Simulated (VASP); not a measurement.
# Ge4P3Ru (Pm-3m) in VASP: a series of runs

The runs below take Ge4P3Ru through single point, with PBE.

All numbers are computed with VASP 6.6.1; they aren't measurements. Logs are shortened: lines on timing, memory, paths and dates and some standing lists are left out, and cuts for length are marked.

## (1) The cell of the first run

Symmetry: Pm-3m, No. 221, cubic system. The conventional cell has a = 5.155 Å, b = 5.155 Å, c = 5.155 Å, α = 90.00°, β = 90.00°, γ = 90.00°. Ge (site symmetry 4/mmm) has 4 P at 2.58 Å and 2 Ru at 2.58 Å within 3.4 Å. Within 3.4 Å of Ge (site symmetry m-3m) lie 6 P at 2.58 Å. P (site symmetry 4/mmm) has 6 Ge at 2.58 Å within 3.4 Å. Ru (site symmetry m-3m) has 6 Ge at 2.58 Å within 3.4 Å.

The cell was generated, and may not be a known phase.

## (2) Single point, PBE

INCAR reads:

```
SYSTEM = Ge4P3Ru
  PREC = Accurate
  ENCUT = 520
  EDIFF = 1E-6
  ISMEAR = 0
  SIGMA = 0.1
  LREAL = .FALSE.
  LASPH = .TRUE.
  NELM = 100
  ALGO = Normal
  ISIF = 2
  LWAVE = .FALSE.
  LCHARG = .FALSE.
  GGA = PE
  NBANDS = 52
```

KPOINTS reads:

```
Automatic mesh
0
G
  4 4 4
  0 0 0
```

POSCAR reads:

```
Ge4P3Ru
1.0
    5.1550728883      0.0000000000      0.0000000000
    0.0000000000      5.1550728883      0.0000000000
    0.0000000000      0.0000000000      5.1550728883
Ge P Ru
4 3 1
Direct
    0.5000000000      0.0000000000      0.0000000000
    0.5000000000      0.5000000000      0.5000000000
    0.0000000000      0.0000000000      0.5000000000
    0.0000000000      0.5000000000      0.0000000000
    0.0000000000      0.5000000000      0.5000000000
    0.5000000000      0.5000000000      0.0000000000
    0.5000000000      0.0000000000      0.5000000000
    0.0000000000      0.0000000000      0.0000000000
```

Potentials or basis: VASP PAW PBE potentials, release 64 (Ge_d, P, Ru_pv).

Started as:

```bash
$ cat potpaw_PBE.64/Ge_d/POTCAR potpaw_PBE.64/P/POTCAR potpaw_PBE.64/Ru_pv/POTCAR > POTCAR
$ mpirun -np 1 vasp_std > vasp.out
```

OUTCAR:

```text
SYSTEM = Ge4P3Ru
   PREC = Accurate
   ENCUT = 520
   EDIFF = 1E-6
   ISMEAR = 0
   LREAL = .FALSE.
   LASPH = .TRUE.
   NELM = 100
   ISIF = 2
   GGA = PE

 ion  position               nearest neighbor table
   1  0.500  0.000  0.000-   6 2.58   7 2.58   8 2.58   7 2.58   6 2.58   8 2.58
   2  0.500  0.500  0.500-   5 2.58   6 2.58   7 2.58   6 2.58   7 2.58   5 2.58
   3  0.000  0.000  0.500-   5 2.58   7 2.58   8 2.58   8 2.58   5 2.58   7 2.58
   4  0.000  0.500  0.000-   5 2.58   6 2.58   8 2.58   5 2.58   8 2.58   6 2.58
   5  0.000  0.500  0.500-   2 2.58   3 2.58   4 2.58   4 2.58   3 2.58   2 2.58
   6  0.500  0.500  0.000-   1 2.58   2 2.58   4 2.58   2 2.58   1 2.58   4 2.58
   7  0.500  0.000  0.500-   1 2.58   2 2.58   3 2.58   1 2.58   2 2.58   3 2.58
   8  0.000  0.000  0.000-   1 2.58   3 2.58   4 2.58   3 2.58   4 2.58   1 2.58

  LATTYP: Found a simple cubic cell.
 ALAT       =     5.1550728883

  Lattice vectors:

 A1 = (   5.1550728883,   0.0000000000,   0.0000000000)
 A2 = (   0.0000000000,   5.1550728883,   0.0000000000)
 A3 = (   0.0000000000,   0.0000000000,   5.1550728883)

Analysis of symmetry for initial positions (statically):
=====================================================================
 Subroutine PRICEL returns:
 Original cell was already a primitive cell.

 Routine SETGRP: Setting up the symmetry group for a
 simple cubic supercell.

 Subroutine GETGRP returns: Found 48 space group operations
 (whereof 48 operations were pure point group operations)
 out of a pool of 48 trial point group operations.

The static configuration has the point symmetry O_h .

Analysis of symmetry for dynamics (positions and initial velocities):
=====================================================================
 Subroutine PRICEL returns:
 Original cell was already a primitive cell.

 Routine SETGRP: Setting up the symmetry group for a
 simple cubic supercell.

 Subroutine GETGRP returns: Found 48 space group operations
 (whereof 48 operations were pure point group operations)
 out of a pool of 48 trial point group operations.

The dynamic configuration has the point symmetry O_h .

 Subroutine INISYM returns: Found 48 space group operations
 (whereof 48 operations are pure point group operations),
 and found     1 'primitive' translations

----------------------------------------------------------------------------------------

                                     Primitive cell

  volume of cell :     136.9949

  direct lattice vectors                    reciprocal lattice vectors
     5.155072888  0.000000000  0.000000000     0.193983678  0.000000000  0.000000000
     0.000000000  5.155072888  0.000000000     0.000000000  0.193983678  0.000000000
     0.000000000  0.000000000  5.155072888     0.000000000  0.000000000  0.193983678

  length of vectors
     5.155072888  5.155072888  5.155072888     0.193983678  0.193983678  0.193983678

  position of ions in fractional coordinates (direct lattice)
     0.500000000  0.000000000  0.000000000
     0.500000000  0.500000000  0.500000000
     0.000000000  0.000000000  0.500000000
     0.000000000  0.500000000  0.000000000
     0.000000000  0.500000000  0.500000000
     0.500000000  0.500000000  0.000000000
     0.500000000  0.000000000  0.500000000
     0.000000000  0.000000000  0.000000000

  ion indices of the primitive-cell ions
   primitive index   ion index
                 1           1
                 2           2
                 3           3
                 4           4
                 5           5
                 6           6
                 7           7
                 8           8

----------------------------------------------------------------------------------------

 KPOINTS: Automatic mesh

Automatic generation of k-mesh.
 Grid dimensions read from file:
 generate k-points for:    4    4    4

 Generating k-lattice:

  Cartesian coordinates                     Fractional coordinates (reciprocal lattice)
     0.048495920  0.000000000  0.000000000     0.250000000  0.000000000  0.000000000
     0.000000000  0.048495920  0.000000000     0.000000000  0.250000000  0.000000000
     0.000000000  0.000000000  0.048495920     0.000000000  0.000000000  0.250000000

  Length of vectors
     0.048495920  0.048495920  0.048495920

  Shift w.r.t. Gamma in fractional coordinates (k-lattice)
     0.000000000  0.000000000  0.000000000

 Subroutine IBZKPT returns following result:
 ===========================================

 Found     10 irreducible k-points:

 Following reciprocal coordinates:
            Coordinates               Weight
  0.000000  0.000000  0.000000      1.000000
  0.250000  0.000000  0.000000      6.000000
  0.500000  0.000000  0.000000      3.000000
  0.250000  0.250000  0.000000     12.000000
  0.500000  0.250000  0.000000     12.000000
  0.500000  0.500000  0.000000      3.000000
  0.250000  0.250000  0.250000      8.000000
  0.500000  0.250000  0.250000     12.000000
  0.500000  0.500000  0.250000      6.000000
  0.500000  0.500000  0.500000      1.000000
   k-points           NKPTS =     10   k-points in BZ     NKDIM =     10   number of bands    NBANDS=     52
   number of dos      NEDOS =    301   number of ions     NIONS =      8
   total plane-waves  NPLWV =  64000
   dimension x,y,z NGX =    40 NGY =   40 NGZ =   40
   dimension x,y,z NGXF=    80 NGYF=   80 NGZF=   80
   ions per type =               4   3   1
   NGX,Y,Z   is equivalent  to a cutoff of  12.90, 12.90, 12.90 a.u.
   NGXF,Y,Z  is equivalent  to a cutoff of  25.80, 25.80, 25.80 a.u.
 SYSTEM =  Ge4P3Ru
   PREC   = accura    normal or accurate (medium, high low for compatibility)
   ISTART =      0    job   : 0-new  1-cont  2-samecut
   ICHARG =      2    charge: 1-file 2-atom 10-const
   ISPIN  =      1    spin polarized calculation?
   LNONCOLLINEAR =      F non collinear calculations
   LSORBIT =      F    spin-orbit coupling
   LASPH  =      T    aspherical Exc in radial PAW
   ENCUT  =  520.0 eV  38.22 Ry    6.18 a.u.   9.59  9.59  9.59*2*pi/ulx,y,z
   NELM   =    100;   NELMIN=  2; NELMDL= -5     # of ELM steps
   EDIFF  = 0.1E-05   stopping-criterion for ELM
   LREAL  =      F    real-space projection
   EDIFFG = 0.1E-04   stopping-criterion for IOM
   NSW    =      0    number of steps for IOM
   IBRION =     -1    ionic relax: 0-MD 1-quasi-New 2-CG
   NFREE  =      0    steps in history (QN), initial steepest desc. (CG)
   ISIF   =      2    stress and relaxation
   ISYM   =      2    0-nonsym 1-usesym 2-fastsym
   POTIM  = 0.5000    time-step for ionic-motion
   TEBEG  =    0.0;   TEEND  =   0.0 temperature during run
   PSTRESS=    0.0 pullay stress
   NELECT =      85.0000    total number of electrons
   NUPDOWN=      -1.0000    fix difference up-down
   EMIN   =  10.00;   EMAX   =-10.00  energy-range for DOS
   EFERMI =   0.00;   METHOD = LEGACY
   ISMEAR =     0;   SIGMA  =   0.10  broadening in eV -4-tet -1-fermi 0-gaus
   EFERMI_NEDOS =   21; number of points for ismear=-14 and -15
   IALGO  =     38    algorithm
   IMIX   =      4    mixing-type and parameters
     AMIX     =   0.40;   BMIX     =  1.00
     AMIX_MAG =   1.60;   BMIX_MAG =  1.00
  volume/ion in A,a.u.               =      17.12       115.56
  Fermi-wavevector in a.u.,A,eV,Ry     =   1.396303  2.638630 26.526762  1.949662
  Thomas-Fermi vector in A             =   2.519670
   LORBIT       =      0    0 simple, 1 ext, 2 COOP (PROOUT), +10 PAW based schemes
   GGA     = PE    functional components
   LHFCALC =     F    Hartree Fock is set to
   AEXX    =    0.0000 exact exchange contribution
   IVDW    =     0    specifies the selected vdW correction
   LEPSILON=     F    determine dielectric tensor
   LRPA    =     F    only Hartree local field effects (RPA)
 non-spin polarized calculation
 Gauss-broadening in eV      SIGMA  =   0.10
  energy-cutoff  :      520.00
  volume of cell :      136.99
 maximum number of plane-waves:      3743
 NGX is ok and might be reduce to    40
   NGX = 19   NGY = 19   NGZ = 19

 number of electron      85.0000034 magnetization

 Free energy of the ion-electron system (eV)
  ---------------------------------------------------
  ext. energy  EPLUGINS =         0.00000000
  ---------------------------------------------------
  free energy    TOTEN  =       -40.84397557 eV

  energy without entropy =      -40.81961535  energy(sigma->0) =      -40.83179546

 E-fermi :   7.4046     XC(G=0): -11.3690

 val. band max:        7.3233147024   @ k =   0.5000   0.5000   0.0000
 cond. band min:       7.4448925962   @ k =   0.5000   0.2500   0.0000
 fundamental gap:      0.1215778938
 Fermi energy:         7.4046159767

 k-point     1 :       0.0000    0.0000    0.0000
  band No.  band energies     occupation
      1     -34.2645      2.00000
      2     -34.2645      2.00000
      3     -34.2645      2.00000
      4     -17.1942      2.00000
      5     -17.1942      2.00000
      6     -17.1691      2.00000
[... 44 lines left out ...]
     51      13.6202      0.00000
     52      14.3109      0.00000

 k-point     2 :       0.2500    0.0000    0.0000
  band No.  band energies     occupation
      1     -34.2654      2.00000
      2     -34.2645      2.00000
      3     -34.2645      2.00000
      4     -17.1940      2.00000
      5     -17.1930      2.00000
      6     -17.1691      2.00000
[... 44 lines left out ...]
     51      12.3055      0.00000
     52      13.4955      0.00000
[... 383 lines left out ...]
     51      11.1052      0.00000
     52      11.8345      0.00000

 k-point    10 :       0.5000    0.5000    0.5000
  band No.  band energies     occupation
      1     -34.2665      2.00000
      2     -34.2665      2.00000
      3     -34.2665      2.00000
      4     -17.1910      2.00000
      5     -17.1910      2.00000
      6     -17.1690      2.00000
[... 44 lines left out ...]
     51      10.2586      0.00000
     52      11.2370      0.00000

------------------------ aborting loop because EDIFF is reached ----------------------------------------

  FORCE on cell =-STRESS in cart. coord.  units (eV):
  Direction    XX          YY          ZZ          XY          YZ          ZX
  --------------------------------------------------------------------------------------
  -------------------------------------------------------------------------------------
  Total       -0.0405970     -0.0405970     -0.0405970      0.0000000      0.0000000     -0.0000000
  in kB       -0.4747882     -0.4747882     -0.4747882      0.0000000      0.0000000     -0.0000000
  external PRESSURE =      -0.4747882 kB  Pullay stress =       0.0000000 kB

 VOLUME and BASIS-vectors are now :
 -----------------------------------------------------------------------------
  energy-cutoff  :      520.00
  volume of cell :      136.99
      direct lattice vectors                 reciprocal lattice vectors
     5.155072888  0.000000000  0.000000000     0.193983678  0.000000000  0.000000000
     0.000000000  5.155072888  0.000000000     0.000000000  0.193983678  0.000000000
     0.000000000  0.000000000  5.155072888     0.000000000  0.000000000  0.193983678

 POSITION                                       TOTAL-FORCE (eV/Angst)
 -----------------------------------------------------------------------------------
      2.57754      0.00000      0.00000         0.000000      0.000000      0.000000
      2.57754      2.57754      2.57754         0.000000      0.000000      0.000000
      0.00000      0.00000      2.57754         0.000000      0.000000      0.000000
      0.00000      2.57754      0.00000         0.000000      0.000000      0.000000
      0.00000      2.57754      2.57754         0.000000      0.000000      0.000000
      2.57754      2.57754      0.00000         0.000000      0.000000      0.000000
      2.57754      0.00000      2.57754         0.000000      0.000000      0.000000
      0.00000      0.00000      0.00000         0.000000      0.000000      0.000000
 -----------------------------------------------------------------------------------
    total drift:                               -0.000000      0.000000     -0.000000

  FREE ENERGIE OF THE ION-ELECTRON SYSTEM (eV)
  ---------------------------------------------------
  free  energy   TOTEN  =       -40.8439755708 eV

  energy  without entropy=      -40.8196153487  energy(sigma->0) =      -40.83179546
```

Run time: 40 s. Hardware: 1 thread of Intel Xeon 6975P-C (Granite Rapids), shared host; peak memory 0.26 GiB.

Results:

```yaml
Free_energy: -40.8440 eV
Pressure: 0.0 GPa
Band_gap_on_the_k_mesh: zero (an odd number of electrons rules out a gap without spin polarisation)
```

Levels at points of the mesh, in eV from the Fermi level:
```csv
k point,band 40,band 41,band 42,band 43,band 44,band 45
"(0.00, 0.00, 0.00)",-1.28,-1.28,-1.28,0.49,0.49,1.58
"(0.50, 0.00, 0.00)",-0.47,-0.35,-0.20,-0.20,0.30,0.30
"(0.50, 0.50, 0.00)",-0.25,-0.14,-0.14,-0.08,0.07,1.50
"(0.50, 0.50, 0.50)",-0.46,-0.46,1.26,1.26,1.26,1.45
```

## (3) Single point, PBE

This run uses another cell than the first one, of 17.92 Å³/atom.

INCAR reads:

```
SYSTEM = Ge4P3Ru
PREC = Accurate ; ENCUT = 520
EDIFF = 1E-7 ; ISMEAR = 0
SIGMA = 0.1 ; LREAL = .FALSE.
LASPH = .TRUE. ; NELM = 60
ALGO = Normal ; ISIF = 2
LWAVE = .FALSE. ; LCHARG = .FALSE.
GGA = PE ; NBANDS = 52
```

KPOINTS is that of step 2.

Changes to POSCAR since step 2:

```diff
@@ -2,5 +2,5 @@
 1.0
-    5.1550728883      0.0000000000      0.0000000000
-    0.0000000000      5.1550728883      0.0000000000
-    0.0000000000      0.0000000000      5.1550728883
+    5.2334874500      0.0000000000      0.0000000000
+    0.0000000000      5.2334874500      0.0000000000
+    0.0000000000      0.0000000000      5.2334874500
 Ge P Ru
```

Potentials or basis: VASP PAW PBE potentials, release 64 (Ge_d, P, Ru_pv).

Started as:

```bash
$ cat potpaw_PBE.64/Ge_d/POTCAR potpaw_PBE.64/P/POTCAR potpaw_PBE.64/Ru_pv/POTCAR > POTCAR
$ mpirun -np 1 vasp_std > vasp.out
```

Run time: 43 s. Hardware: 1 thread of Intel Xeon 6975P-C (Granite Rapids), shared host; peak memory 0.26 GiB.

The run converged. Its results:

```yaml
Free_energy: -40.7618 eV
Pressure: -4.1 GPa
Band_gap_on_the_k_mesh: zero (an odd number of electrons rules out a gap without spin polarisation)
```

Levels at points of the mesh, in eV from the Fermi level:
| k point | band 40 | band 41 | band 42 | band 43 | band 44 | band 45 |
| --- | --- | --- | --- | --- | --- | --- |
| (0.00, 0.00, 0.00) | -1.17 | -1.17 | -1.17 | 0.41 | 0.41 | 1.50 |
| (0.50, 0.00, 0.00) | -0.45 | -0.33 | -0.19 | -0.19 | 0.31 | 0.31 |
| (0.50, 0.50, 0.00) | -0.23 | -0.13 | -0.13 | -0.08 | 0.05 | 1.46 |
| (0.50, 0.50, 0.50) | -0.43 | -0.43 | 1.29 | 1.29 | 1.29 | 1.45 |

Caveat: the cell stands under tension.

The gap in the log of VASP goes by the Fermi energy; the results here count the filled bands.